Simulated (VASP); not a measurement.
Input of a VASP 6.6.1 run:

INCAR

```
  ALGO = Normal
  EDIFF = 1E-6
  ENCUT = 520
  GGA = PE
  GGA_COMPAT = F
  ISIF = 2
  ISMEAR = -1
  ISPIN = 2
  LASPH = T
  LCHARG = F
  LORBIT = 11
  LREAL = Auto
  LWAVE = F
  MAGMOM = 0 -0.01 0 0 0 0.02 0 0 0 0.02 0 0 -0.01 0.03 0.24 -0.01 0 0.11 -0.02 0 -0.01 0.16 0 0 0 0.16 0 -0.01 -0.01 0 -0.02 0
  NBANDS = 89
  NELECT = 127.0
  NELM = 200
  NUPDOWN = 1.0
  PREC = Accurate
  SIGMA = 0.01
```

File KPOINTS:

```
k-points
0
Gamma
  1 1 1
```

File POSCAR:

```
Al17N15
1.0
    6.2604124029      0.0000000578      0.0000000000
   -3.1302062515      5.4216761502      0.0000000000
    0.0000000000      0.0000000000     10.0361163407
Al N
17 15
Direct
    0.3359773250      0.1617716288      0.2526866231
    0.1659993702      0.3338790581      0.4984298779
    0.3306845871      0.1706775658      0.7566591480
    0.1672733623      0.3319437125      1.0089448621
    0.3378676407      0.6711961062      0.2520970491
    0.1943985369      0.8584460825      0.5180440400
    0.3294432652      0.6583558275      0.7567072904
    0.1751695489      0.8355635412      0.9886342327
    0.8278181089      0.1611969049      0.2520707564
    0.6472459374      0.3122603348      0.5169418777
    0.8413072668      0.1707372248      0.7566381860
    0.6635269374      0.3241072545      0.9888780553
    0.8370338431      0.6610769828      0.1942110111
    0.6498008164      0.8493013452      0.5223339093
    0.8340974269      0.6752123999      0.4157634044
    0.8339874668      0.6672362737      0.7344033444
    0.6638190293      0.8355763486      0.9908166730
    0.3338666432      0.1718742988      0.4426163616
    0.1682230787      0.3309340996      0.1968433652
    0.3282129921      0.1711485521      0.9402932603
    0.1676338238      0.3318666967      0.6897412147
    0.3319498789      0.6758759077      0.4443272038
    0.1877932215      0.8384671964      0.1722799317
    0.3282549830      0.6560559750      0.9402955823
    0.1821483022      0.8391392390      0.7067210666
    0.8241937138      0.1677024582      0.4442716967
    0.6597564229      0.3110845121      0.1726044012
    0.8429319679      0.1710777469      0.9404038620
    0.6621686390      0.3194604584      0.7061465309
    0.6624772949      0.8362118432      0.1761481568
    0.8324613059      0.6667452205      0.9389381579
    0.6613807578      0.8386856848      0.7076193338
```

Potentials or basis: VASP PAW PBE potentials, release 64 (Al, N).

Command:

```console
$ cat potpaw_PBE.64/Al/POTCAR potpaw_PBE.64/N/POTCAR > POTCAR
$ mpirun -np 1 vasp_gam > vasp.out
```

(1) What does it give for the largest force?

Answers

(1) 2.429 eV/Å.

Caveat: the k points lie up to 1.16 Å⁻¹ apart, too coarse for converged energies, forces and pressures; the cell carries a net charge on a neutralising background, which shifts energy and pressure; the total moment is fixed, so each spin has its own Fermi level and the state may be an excited one.
